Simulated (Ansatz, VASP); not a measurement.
**One calculation of Al, two programs**

```
Al
1.0
    -1.56971    1.56971    1.56971
     1.56971   -1.56971    1.56971
     1.56971    1.56971   -1.56971
Al
1
Cartesian
  0.0000 0.0000 0.0000
```

Alike in both runs: task single point; functional r2SCAN; k mesh 13 × 13 × 13; occupations gaussian, width 0.1 eV; no spin polarisation.

```csv
,VASP,Ansatz
version,VASP 6.6.1,Ansatz 0.2.0
potentials or method,"VASP PAW PBE potentials, release 64 (Al), cutoff 520 eV","plane waves, PAW"
valence electrons in the cell,3,3
```

```tsv
	VASP	Ansatz	Ansatz less VASP
pressure (GPa)	4.0	4.3	+0.35
```

VASP's potentials were made for PBE, not for r2SCAN.
